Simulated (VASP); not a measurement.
Set up this calculation in VASP 6.6.1, as the native input.

* Task: single point
* Functional: PBEsol
* Potentials or basis: VASP PAW PBE potentials, release 64 (Rh_pv)
* Cutoff: 520 eV
* k mesh: 16 × 16 × 16
* Occupations: fermi-dirac, width 0.08 eV
* Spin: no spin polarisation
* Dipole correction: no
* Further INCAR settings: ALGO = Normal; EDIFF = 1e-07; NBANDS = 14

The structure of Rh lies in POSCAR:

```
Rh
1.0
    0.0190155000      1.9110577500      1.9110577500
    1.9110577500      0.0190155000      1.9110577500
    1.9110577500      1.9110577500      0.0190155000
Rh
1
Direct
    0.0000000000      0.0000000000      0.0000000000
```

This cell differs from its parent crystal: equal xy, yz and zx shear strains of +1 %.

One way to write it, as run:

INCAR

```
PREC = Accurate
ENCUT = 520
EDIFF = 1E-7
ISMEAR = -1
SIGMA = 0.08
LREAL = F
LASPH = T
NELM = 60
ALGO = Normal
ISIF = 2
LWAVE = F
LCHARG = F
GGA = PS
NBANDS = 14
```

KPOINTS

```
Automatic mesh
0
Gamma
  16 16 16
```

Potentials or basis: VASP PAW PBE potentials, release 64 (Rh_pv).

Command:

```console
$ cat potpaw_PBE.64/Rh_pv/POTCAR > POTCAR
$ mpirun -np 1 vasp_std > vasp.out
```

Results of the run:

- Pressure: -4.8 GPa

Caveat: the cell differs from its parent crystal (equal xy, yz and zx shear strains of +1 %); the PAW data sets were made with another functional, which shifts forces and pressure a little.

It took 2.5 min on 1 thread of AMD EPYC 7R13, with other jobs on the host, peak memory 0.15 GiB.
